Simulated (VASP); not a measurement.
# B3P2 (R-3c) in VASP: single point with PBE

Aim: the single point of B3P2 with PBE.

Program: VASP 6.6.1. These are calculated values, not measurements. Logs are shortened: lines on timing, memory, paths and dates and some standing lists are left out, and cuts for length are marked.

### Step 1. The cell of the first run

The structure is trigonal, space group R-3c (No. 167). The conventional cell has a = 4.946 Å, b = 4.946 Å, c = 14.643 Å, α = 90.00°, β = 90.00°, γ = 120.00°. Within 2.7 Å of B (site symmetry 2) lie 4 P at 2.02 to 2.12 Å and 2 B at 2.12 Å. Within 2.7 Å of P (site symmetry 3) lie 6 B at 2.02 to 2.12 Å.

### Step 2. Single point, PBE

Contents of INCAR:

```
SYSTEM = B3P2
  PREC = Accurate
  ENCUT = 520
  EDIFF = 1E-6
  ISMEAR = 0
  SIGMA = 0.1
  LREAL = .False.
  LASPH = .True.
  NELM = 80
  ALGO = Normal
  ISIF = 2
  LWAVE = .False.
  LCHARG = .False.
  GGA = PE
  NBANDS = 30
```

Contents of KPOINTS:

```
Automatic mesh
0
Gamma
  12 12 12
  0 0 0
```

Contents of POSCAR:

```
B3P2
1.0
    2.4728864010      1.4277216293      4.8810831282
   -2.4728864010      1.4277216293      4.8810831282
    0.0000000000     -2.8554432585      4.8810831282
B P
6 4
Direct
    0.4974272153      0.0025727847      0.2500000000
    0.2500000000      0.4974272153      0.0025727847
    0.0025727847      0.2500000000      0.4974272153
    0.5025727847      0.9974272153      0.7500000000
    0.7500000000      0.5025727847      0.9974272153
    0.9974272153      0.7500000000      0.5025727847
    0.3685463455      0.3685463455      0.3685463455
    0.1314536545      0.1314536545      0.1314536545
    0.6314536545      0.6314536545      0.6314536545
    0.8685463455      0.8685463455      0.8685463455
```

Potentials or basis: VASP PAW PBE potentials, release 64 (B, P).

The run is started by

```sh
$ cat potpaw_PBE.64/B/POTCAR potpaw_PBE.64/P/POTCAR > POTCAR
$ mpirun -np 1 vasp_std > vasp.out
```

OUTCAR:

```text
SYSTEM = B3P2
   PREC = Accurate
   ENCUT = 520
   EDIFF = 1E-6
   ISMEAR = 0
   LREAL = .False.
   LASPH = .True.
   NELM = 80
   ISIF = 2
   GGA = PE

 ion  position               nearest neighbor table
   1  0.497  0.003  0.250-   9 2.02  10 2.02   2 2.12   3 2.12   7 2.12   8 2.12
   2  0.250  0.497  0.003-   9 2.02  10 2.02   3 2.12   1 2.12   7 2.12   8 2.12
   3  0.003  0.250  0.497-  10 2.02   9 2.02   2 2.12   1 2.12   8 2.12   7 2.12
   4  0.503  0.997  0.750-   7 2.02   8 2.02   5 2.12   6 2.12   9 2.12  10 2.12
   5  0.750  0.503  0.997-   7 2.02   8 2.02   6 2.12   4 2.12   9 2.12  10 2.12
   6  0.997  0.750  0.503-   8 2.02   7 2.02   5 2.12   4 2.12  10 2.12   9 2.12
   7  0.369  0.369  0.369-   5 2.02   4 2.02   6 2.02   2 2.12   3 2.12   1 2.12
   8  0.131  0.131  0.131-   6 2.02   4 2.02   5 2.02   3 2.12   2 2.12   1 2.12
   9  0.631  0.631  0.631-   2 2.02   1 2.02   3 2.02   5 2.12   6 2.12   4 2.12
  10  0.869  0.869  0.869-   3 2.02   1 2.02   2 2.02   6 2.12   5 2.12   4 2.12

  LATTYP: Found a trigonal (rhomboedric) cell.
 ALAT       =     5.6549561190
 COS(alpha) =     0.6175454344

  Lattice vectors:

 A1 = (   2.4728864010,   1.4277216293,   4.8810831282)
 A2 = (  -2.4728864010,   1.4277216293,   4.8810831282)
 A3 = (   0.0000000000,  -2.8554432585,   4.8810831282)

Analysis of symmetry for initial positions (statically):
=====================================================================
 Subroutine PRICEL returns:
 Original cell was already a primitive cell.

 Routine SETGRP: Setting up the symmetry group for a
 trigonal (rhombohedral) supercell.

 Subroutine GETGRP returns: Found 12 space group operations
 (whereof  6 operations were pure point group operations)
 out of a pool of 12 trial point group operations.

The static configuration has the point symmetry S_6 .
 The point group associated with its full space group is D_3d.

Analysis of symmetry for dynamics (positions and initial velocities):
=====================================================================
 Subroutine PRICEL returns:
 Original cell was already a primitive cell.

 Routine SETGRP: Setting up the symmetry group for a
 trigonal (rhombohedral) supercell.

 Subroutine GETGRP returns: Found 12 space group operations
 (whereof  6 operations were pure point group operations)
 out of a pool of 12 trial point group operations.

The dynamic configuration has the point symmetry S_6 .
 The point group associated with its full space group is D_3d.

 Subroutine INISYM returns: Found 12 space group operations
 (whereof  6 operations are pure point group operations),
 and found     1 'primitive' translations

----------------------------------------------------------------------------------------

                                     Primitive cell

  volume of cell :     103.3987

  direct lattice vectors                    reciprocal lattice vectors
     2.472886401  1.427721629  4.881083128     0.202192871  0.116736108  0.068290854
    -2.472886401  1.427721629  4.881083128    -0.202192871  0.116736108  0.068290854
     0.000000000 -2.855443258  4.881083128     0.000000000 -0.233472217  0.068290854

  length of vectors
     5.654956119  5.654956119  5.654956119     0.243254839  0.243254839  0.243254839

  position of ions in fractional coordinates (direct lattice)
     0.497427215  0.002572785  0.250000000
     0.250000000  0.497427215  0.002572785
     0.002572785  0.250000000  0.497427215
     0.502572785  0.997427215  0.750000000
     0.750000000  0.502572785  0.997427215
     0.997427215  0.750000000  0.502572785
     0.368546346  0.368546346  0.368546346
     0.131453654  0.131453654  0.131453654
     0.631453654  0.631453654  0.631453654
     0.868546346  0.868546346  0.868546346

  ion indices of the primitive-cell ions
   primitive index   ion index
                 1           1
                 2           2
                 3           3
                 4           4
                 5           5
                 6           6
                 7           7
                 8           8
                 9           9
                10          10

----------------------------------------------------------------------------------------

 KPOINTS: Automatic mesh

Automatic generation of k-mesh.
 Grid dimensions read from file:
 generate k-points for:   12   12   12

 Generating k-lattice:

  Cartesian coordinates                     Fractional coordinates (reciprocal lattice)
     0.016849406  0.009728009  0.005690904     0.083333333  0.000000000 -0.000000000
    -0.016849406  0.009728009  0.005690904     0.000000000  0.083333333 -0.000000000
     0.000000000 -0.019456018  0.005690904    -0.000000000 -0.000000000  0.083333333

  Length of vectors
     0.020271237  0.020271237  0.020271237

  Shift w.r.t. Gamma in fractional coordinates (k-lattice)
     0.000000000  0.000000000  0.000000000

 Subroutine IBZKPT returns following result:
 ===========================================

 Found    189 irreducible k-points:

 Following reciprocal coordinates:
            Coordinates               Weight
  0.000000  0.000000  0.000000      1.000000
  0.083333  0.000000  0.000000      6.000000
  0.166667  0.000000  0.000000      6.000000
  0.250000  0.000000  0.000000      6.000000
  0.333333 -0.000000  0.000000      6.000000
  0.416667  0.000000  0.000000      6.000000
[... 16 lines left out ...]
  0.500000  0.166667  0.000000     12.000000
 -0.416667  0.166667 -0.000000     12.000000
 [... further k-points ...]
   k-points           NKPTS =    189   k-points in BZ     NKDIM =    189   number of bands    NBANDS=     30
   number of dos      NEDOS =    301   number of ions     NIONS =     10
   total plane-waves  NPLWV =  74088
   dimension x,y,z NGX =    42 NGY =   42 NGZ =   42
   dimension x,y,z NGXF=    84 NGYF=   84 NGZF=   84
   ions per type =               6   4
   NGX,Y,Z   is equivalent  to a cutoff of  12.35, 12.35, 12.35 a.u.
   NGXF,Y,Z  is equivalent  to a cutoff of  24.69, 24.69, 24.69 a.u.
 SYSTEM =  B3P2
   PREC   = accura    normal or accurate (medium, high low for compatibility)
   ISTART =      0    job   : 0-new  1-cont  2-samecut
   ICHARG =      2    charge: 1-file 2-atom 10-const
   ISPIN  =      1    spin polarized calculation?
   LNONCOLLINEAR =      F non collinear calculations
   LSORBIT =      F    spin-orbit coupling
   LASPH  =      T    aspherical Exc in radial PAW
   ENCUT  =  520.0 eV  38.22 Ry    6.18 a.u.  10.51 10.51 10.51*2*pi/ulx,y,z
   NELM   =     80;   NELMIN=  2; NELMDL= -5     # of ELM steps
   EDIFF  = 0.1E-05   stopping-criterion for ELM
   LREAL  =      F    real-space projection
   EDIFFG = 0.1E-04   stopping-criterion for IOM
   NSW    =      0    number of steps for IOM
   IBRION =     -1    ionic relax: 0-MD 1-quasi-New 2-CG
   NFREE  =      0    steps in history (QN), initial steepest desc. (CG)
   ISIF   =      2    stress and relaxation
   ISYM   =      2    0-nonsym 1-usesym 2-fastsym
   POTIM  = 0.5000    time-step for ionic-motion
   TEBEG  =    0.0;   TEEND  =   0.0 temperature during run
   PSTRESS=    0.0 pullay stress
   NELECT =      38.0000    total number of electrons
   NUPDOWN=      -1.0000    fix difference up-down
   EMIN   =  10.00;   EMAX   =-10.00  energy-range for DOS
   EFERMI =   0.00;   METHOD = LEGACY
   ISMEAR =     0;   SIGMA  =   0.10  broadening in eV -4-tet -1-fermi 0-gaus
   EFERMI_NEDOS =   21; number of points for ismear=-14 and -15
   IALGO  =     38    algorithm
   IMIX   =      4    mixing-type and parameters
     AMIX     =   0.40;   BMIX     =  1.00
     AMIX_MAG =   1.60;   BMIX_MAG =  1.00
  volume/ion in A,a.u.               =      10.34        69.78
  Fermi-wavevector in a.u.,A,eV,Ry     =   1.172639  2.215966 18.709127  1.375082
  Thomas-Fermi vector in A             =   2.309064
   LORBIT       =      0    0 simple, 1 ext, 2 COOP (PROOUT), +10 PAW based schemes
   GGA     = PE    functional components
   LHFCALC =     F    Hartree Fock is set to
   AEXX    =    0.0000 exact exchange contribution
   IVDW    =     0    specifies the selected vdW correction
   LEPSILON=     F    determine dielectric tensor
   LRPA    =     F    only Hartree local field effects (RPA)
 non-spin polarized calculation
 Gauss-broadening in eV      SIGMA  =   0.10
  energy-cutoff  :      520.00
  volume of cell :      103.40
 maximum number of plane-waves:      2808
   NGX = 21   NGY = 21   NGZ = 21

 number of electron      38.0000001 magnetization

 Free energy of the ion-electron system (eV)
  ---------------------------------------------------
  ext. energy  EPLUGINS =         0.00000000
  ---------------------------------------------------
  free energy    TOTEN  =       -53.88451415 eV

  energy without entropy =      -53.86592767  energy(sigma->0) =      -53.87522091

 E-fermi :   8.3367     XC(G=0): -11.3809

 val. band max:        8.3343372884   @ k =  -0.2500  -0.3333   0.1667
 cond. band min:       8.3390337119   @ k =  -0.3333  -0.4167   0.0833
 fundamental gap:      0.0046964235
 Fermi energy:         8.3366654796

 k-point     1 :       0.0000    0.0000    0.0000
  band No.  band energies     occupation
      1      -8.4104      2.00000
      2      -4.4534      2.00000
      3      -3.7117      2.00000
      4      -2.6921      2.00000
      5      -1.4273      2.00000
      6      -0.3535      2.00000
[... 22 lines left out ...]
     29      14.7017      0.00000
     30      15.6379      0.00000

 k-point     2 :       0.0833    0.0000    0.0000
  band No.  band energies     occupation
      1      -8.3616      2.00000
      2      -4.4808      2.00000
      3      -3.8476      2.00000
      4      -2.6181      2.00000
      5      -1.6657      2.00000
      6      -0.4059      2.00000
[... 22 lines left out ...]
     29      14.7940      0.00000
     30      15.1621      0.00000

 k-point     3 :       0.1667    0.0000    0.0000
  band No.  band energies     occupation
      1      -8.2159      2.00000
      2      -4.6041      2.00000
      3      -4.1451      2.00000
      4      -2.4216      2.00000
      5      -2.1585      2.00000
      6      -0.5251      2.00000
[... 682 lines left out ...]
     29      13.6990      0.00000
     30      14.1822      0.00000

 k-point    24 :      -0.4167    0.1667   -0.0000
  band No.  band energies     occupation
      1      -6.7146      2.00000
      2      -6.4759      2.00000
      3      -4.2804      2.00000
      4      -4.2211      2.00000
      5      -1.7610      2.00000
      6      -1.3648      2.00000
[... 22 lines left out ...]
     29      13.6505      0.00000
     30      14.2208      0.00000

 [... further k-points ...]
[... 5 lines left out ...]
  --------------------------------------------------------------------------------------
  -------------------------------------------------------------------------------------
  Total       -0.1816260     -0.1816260     -0.2066764      0.0000000     -0.0000000     -0.0000000
  in kB       -2.8143205     -2.8143205     -3.2024789      0.0000000     -0.0000000     -0.0000000
  external PRESSURE =      -2.9437067 kB  Pullay stress =       0.0000000 kB

 VOLUME and BASIS-vectors are now :
 -----------------------------------------------------------------------------
  energy-cutoff  :      520.00
  volume of cell :      103.40
      direct lattice vectors                 reciprocal lattice vectors
     2.472886401  1.427721629  4.881083128     0.202192871  0.116736108  0.068290854
    -2.472886401  1.427721629  4.881083128    -0.202192871  0.116736108  0.068290854
     0.000000000 -2.855443258  4.881083128     0.000000000 -0.233472217  0.068290854

 POSITION                                       TOTAL-FORCE (eV/Angst)
 -----------------------------------------------------------------------------------
      1.22372      0.00000      3.66081        -0.006067      0.000000      0.000000
     -0.61186      1.05977      3.66081         0.003033     -0.005254      0.000000
     -0.61186     -1.05977      3.66081         0.003033      0.005254      0.000000
     -1.22372      0.00000     10.98244         0.006067      0.000000      0.000000
      0.61186     -1.05977     10.98244        -0.003033      0.005254      0.000000
      0.61186      1.05977     10.98244        -0.003033     -0.005254      0.000000
      0.00000      0.00000      5.39672        -0.000000     -0.000000     -0.014533
      0.00000      0.00000      1.92491        -0.000000      0.000000      0.014533
      0.00000      0.00000      9.24653        -0.000000      0.000000      0.014533
      0.00000      0.00000     12.71834        -0.000000     -0.000000     -0.014533
 -----------------------------------------------------------------------------------
    total drift:                                0.000000      0.000000      0.000000

  FREE ENERGIE OF THE ION-ELECTRON SYSTEM (eV)
  ---------------------------------------------------
  free  energy   TOTEN  =       -53.8845141487 eV

  energy  without entropy=      -53.8659276707  energy(sigma->0) =      -53.87522091
```

Run time: 8.1 min. Hardware: 1 thread of Intel Xeon Platinum 8488C (Sapphire Rapids), shared host; peak memory 0.54 GiB.

What came out:

```
Free energy            : -53.8845 eV
Pressure               : -0.3 GPa
Largest force          : 0.015 eV/Å
Band gap on the k mesh : zero (bands 19 and 20 overlap by 2.31 eV)
```

Forces on the atoms (eV/Å):
```
B   -0.006  0.000  0.000
B    0.003 -0.005  0.000
B    0.003  0.005  0.000
B    0.006  0.000  0.000
B   -0.003  0.005  0.000
B   -0.003 -0.005  0.000
P    0.000  0.000 -0.015
P    0.000  0.000  0.015
P    0.000  0.000  0.015
P    0.000  0.000 -0.015
```
